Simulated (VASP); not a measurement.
# H16CO10 in VASP: a series of runs, part 2 of 2

VASP 6.6.1.

## Step 3: Single point, PBE+D3(BJ)

Input file INCAR:

```
ALGO     = Normal         # electronic algorithm
EDIFF    = 1E-7           # SCF threshold, eV
ENCUT    = 520            # plane-wave cutoff, eV
GGA      = PE             # functional
ISIF     = 2              # what is computed and relaxed
ISMEAR   = -1             # smearing method
IVDW     = 12             # dispersion correction
LASPH    = True           # aspherical terms in the spheres
LCHARG   = False          # write CHGCAR
LREAL    = Auto         
LWAVE    = False          # write WAVECAR
NBANDS   = 59             # bands
NELM     = 80             # most SCF steps
PREC     = Accurate       # precision mode
SIGMA    = 0.05           # smearing width, eV
```

Input file KPOINTS:

```
k-points
0
Gamma
  1 1 1
```

Input file POSCAR:

```
H16CO10
1.0
    6.9561890000      0.0000000000      0.0000000000
    0.0000000000      6.9561890000      0.0000000000
    0.0000000000      0.0000000000      6.9561890000
O H C
10 16 1
Direct
    0.5595880158      0.8684065370      0.8416102553
    0.0649924837      0.2926027456      0.0731003715
    0.3342203612      0.0950664221      0.5676096495
    1.0047168069      0.7226658160      0.3240711257
    0.1154798985      0.8061598096      0.7125453319
    0.6205696826      0.3449733755      0.1301718513
    0.4242696683      0.5123926334      0.7468025955
    0.3317333672      1.0347619940      0.1699062518
    0.8864767763      0.4611145557      0.6096441600
    0.8153458740      0.1595270054      0.7347413936
    0.4981894540      0.9404431076      0.7418286076
    0.6759879583      0.9327664904      0.8633319192
    0.0012506848      0.3973008784      0.1488746209
   -0.0326759379      0.2015902673      0.0438745986
    0.3400425147      0.0265375193      0.4408160848
    0.2387514198      0.0411719693      0.6478403620
    1.1127932263      0.8050385060      0.2767176107
    0.8870086767      0.7970887508      0.2817203500
    0.2133639555      0.7064069133      0.7503533903
    0.0522412488      0.7606176313      0.6030313437
    0.5629806781      0.4269147949      0.0353785672
    0.5362850262      0.2239300859      0.1337513975
    0.5200404992      0.6119730214      0.7251096829
    0.4154286205      0.4430443164      0.6314089511
    0.3921975093      0.9836708002      0.0510480667
    0.2384639060      1.1391582374      0.1398466890
    0.8558421860      0.3101698358      0.6660399825
```

Potentials or basis: VASP PAW PBE potentials, release 64 (O, H, C).

On the command line:

```sh
$ cat potpaw_PBE.64/O/POTCAR potpaw_PBE.64/H/POTCAR potpaw_PBE.64/C/POTCAR > POTCAR
$ mpirun -np 1 vasp_gam > vasp.out
```

Run time: 94 s. Hardware: 1 thread of Intel Xeon 8259CL, shared host; peak memory 0.35 GiB.

Results (log left out):

```
Free energy                : -139.7611 eV
Pressure                   : 0.8 GPa
Largest force              : 3.914 eV/Å
Band gap on the k mesh     : 4.16 eV
Dispersion energy per atom : -0.031 eV
```

Forces in eV/Å, atoms in the order of the input:
```
O   -1.174 -1.529  1.008
O    0.527  1.426  0.811
O    2.015  0.879 -1.563
O   -0.619  1.470 -0.928
O    1.766  0.329  2.688
O   -0.273 -1.886  0.711
O    0.005  0.929  1.582
O    0.522 -0.502 -0.081
O    0.694  2.780 -1.369
O    0.444  0.376 -0.523
H   -0.700  0.971 -1.233
H    1.729  0.837  0.145
H    0.446 -0.848 -0.557
H   -1.130 -0.451 -0.248
H   -0.322  0.579  0.946
H   -1.459 -1.313  0.537
H   -0.592 -0.468  0.137
H    1.299 -0.940  0.484
H   -0.817  0.494 -0.476
H   -0.968 -0.928 -1.952
H   -0.512  0.291 -0.704
H    0.773  1.641  0.104
H    0.139  0.360  0.208
H   -0.251 -1.359 -1.614
H   -0.402  0.006  0.272
H   -0.019  0.097 -0.276
C   -1.122 -3.240  1.889
```

Stress tensor (GPa, compression positive):
```
 0.48  2.08  0.92
 2.08  0.71 -0.70
 0.92 -0.70  1.09
```

Levels at points of the mesh, in eV from the valence-band top:
```csv
k point,band 36,band 37,band 38,band 39,band 40,band 41,band 42,band 43,band 44,band 45
"(0.00, 0.00, 0.00)",-0.93,-0.73,-0.54,-0.14,0.00,4.16,6.04,6.18,6.82,7.36
```

Caveat: the k points lie up to 0.90 Å⁻¹ apart.

## Step 4: Single point, PBE+D3(BJ)

Input file INCAR:

```
SYSTEM = H16CO10
PREC     = Accurate       ! precision mode
ENCUT    = 520            ! plane-wave cutoff, eV
EDIFF    = 1E-6           ! SCF threshold, eV
ISMEAR   = -1             ! smearing method
SIGMA    = 0.05           ! smearing width, eV
LREAL    = Auto         
LASPH    = .TRUE.         ! aspherical terms in the spheres
NELM     = 80             ! most SCF steps
ALGO     = Normal         ! electronic algorithm
ISIF     = 2              ! what is computed and relaxed
LWAVE    = .FALSE.        ! write WAVECAR
LCHARG   = .FALSE.        ! write CHGCAR
GGA      = PE             ! functional
IVDW     = 12             ! dispersion correction
NBANDS   = 59             ! bands
```

Input file KPOINTS:

```
Automatic mesh
0
G
  1 1 1
  0 0 0
```

Input file POSCAR:

```
H16CO10
1.0
    6.9561890000      0.0000000000      0.0000000000
    0.0000000000      6.9561890000      0.0000000000
    0.0000000000      0.0000000000      6.9561890000
O H C
10 16 1
Direct
    0.5653095395      0.9155587923      0.8591342185
    0.0332653411      0.2634200997      0.0559214248
    0.3385186918      0.0831921042      0.5568997622
    1.0621333032      0.7291348754      0.3127287082
    0.1186425498      0.7910509620      0.7228095729
    0.6210153289      0.3424863816      0.0975534161
    0.4290567723      0.4847769375      0.7771640477
    0.3392087248      1.0261509571      0.1537911060
    0.8766294303      0.4795873143      0.5907401308
    0.8403020677      0.1719188481      0.7222920481
    0.5122488765      0.9660462072      0.7362220894
    0.7011885387      0.9338446670      0.8396982888
    0.1177800086      0.3640067859      0.1107934244
   -0.0832639826      0.2780114226      0.1417155284
    0.3506373964      0.0189615320      0.4272598114
    0.2510138813      0.0065553135      0.6247242563
    1.1134545079      0.8368950297      0.2424459715
    0.9473434376      0.6843258572      0.2492025447
    0.1361808887      0.6636967454      0.7755970978
    0.0637417988      0.7688692760      0.5913007827
    0.5488925042      0.3868928806     -0.0163307811
    0.5527595642      0.2349993653      0.1521522776
    0.5047160162      0.5928677326      0.7487720647
    0.4020304796      0.3914355979      0.6751254171
    0.4136172838      0.9550919332      0.0595297224
    0.2270064830      1.0786653439      0.0943476378
    0.8556553021      0.3289301081      0.6730984451
```

Potentials or basis: VASP PAW PBE potentials, release 64 (O, H, C).

On the command line:

```sh
$ cat potpaw_PBE.64/O/POTCAR potpaw_PBE.64/H/POTCAR potpaw_PBE.64/C/POTCAR > POTCAR
$ mpirun -np 1 vasp_gam > vasp.out
```

OUTCAR:

```text
SYSTEM = H16CO10
   PREC = Accurate
   ENCUT = 520
   EDIFF = 1E-6
   ISMEAR = -1
   LREAL = Auto
   LASPH = .TRUE.
   NELM = 80
   ISIF = 2
   GGA = PE
   IVDW = 12
 IVDW          = 12

 ion  position               nearest neighbor table
   1  0.565  0.916  0.859-  12 0.96  11 1.00
   2  0.033  0.263  0.056-  13 0.99  14 1.01
   3  0.339  0.083  0.557-  16 0.94  15 1.01
   4  0.062  0.729  0.313-  17 0.96  18 0.96
   5  0.119  0.791  0.723-  19 0.97  20 1.00
[... 304 lines left out ...]
  -------------------------------------------------------------------------------------
  Total       2.53044     2.15910    -1.57002     1.79426    -2.62132    -1.07744
  in kB      12.04461    10.27704    -7.47311     8.54046   -12.47719    -5.12847
  external pressure =        4.95 kB  Pullay stress =        0.00 kB

 VOLUME and BASIS-vectors are now :
 -----------------------------------------------------------------------------
  energy-cutoff  :      520.00
  volume of cell :      336.60
      direct lattice vectors                 reciprocal lattice vectors
     6.956189000  0.000000000  0.000000000     0.143756876  0.000000000  0.000000000
     0.000000000  6.956189000  0.000000000     0.000000000  0.143756876  0.000000000
     0.000000000  0.000000000  6.956189000     0.000000000  0.000000000  0.143756876

 POSITION                                       TOTAL-FORCE (eV/Angst)
 -----------------------------------------------------------------------------------
      3.93240      6.36880      5.97630        -0.388232     -0.523076     -0.717109
      0.23140      1.83240      0.38900        -0.251928      0.899008      1.512113
      2.35480      0.57870      3.87390         1.901122      0.884908     -1.957851
      0.43221      5.07200      2.17540         0.003095     -0.521965      0.730109
      0.82530      5.50270      5.02800        -0.656570      0.485605     -0.885006
      4.31990      2.38240      0.67860         0.791180      0.606554      0.243861
[... 19 lines left out ...]
      1.57910      0.54721      0.65630        -1.076906      0.753423     -0.683483
      5.95210      2.28810      4.68220         0.645618      3.184237     -2.748282
 -----------------------------------------------------------------------------------
    total drift:                               -0.000503     -0.000761      0.000737

  FREE ENERGIE OF THE ION-ELECTRON SYSTEM (eV)
  ---------------------------------------------------
  free  energy   TOTEN  =      -139.8056758470 eV

  energy  without entropy=     -139.8056758469  energy(sigma->0) =     -139.80567585
```

It took 92 s on 1 thread of Intel Xeon 8259CL, shared host; peak memory 0.35 GiB.

Results:

```yaml
Free_energy: -139.8057 eV
Pressure: 0.5 GPa
Largest_force: 4.255 eV/Å
Band_gap_on_the_k_mesh: 4.13 eV
Dispersion_energy_per_atom: -0.032 eV
```

Forces in eV/Å, atoms in the order of the input:
```
O   -0.388 -0.523 -0.717
O   -0.252  0.899  1.512
O    1.901  0.885 -1.958
O    0.003 -0.522  0.730
O   -0.657  0.486 -0.885
O    0.791  0.607  0.244
O   -1.473 -2.010  1.233
O    0.589 -0.578  1.595
O   -0.434 -1.467  1.507
O   -0.283 -1.961  0.943
H   -0.262  0.063  0.339
H    0.554  0.106  0.275
H   -0.178 -0.426 -0.342
H    0.550 -0.226 -1.236
H   -0.121  0.855  0.750
H   -1.625 -1.511  1.329
H    0.329  0.425 -0.505
H   -0.315  0.075 -0.198
H    0.327 -0.210 -0.003
H    0.390 -0.087  0.773
H   -0.109 -0.192  0.080
H   -0.628 -0.373 -0.062
H    0.883  1.401 -1.031
H    0.451  0.521 -0.191
H    0.388 -0.174 -0.752
H   -1.077  0.753 -0.683
C    0.646  3.184 -2.748
```

Levels at points of the mesh, in eV from the valence-band top:
```csv
k point,band 36,band 37,band 38,band 39,band 40,band 41,band 42,band 43,band 44,band 45
"(0.00, 0.00, 0.00)",-0.91,-0.81,-0.69,-0.30,0.00,4.13,5.60,6.03,6.97,7.26
```

Caveat: the k points lie up to 0.90 Å⁻¹ apart.
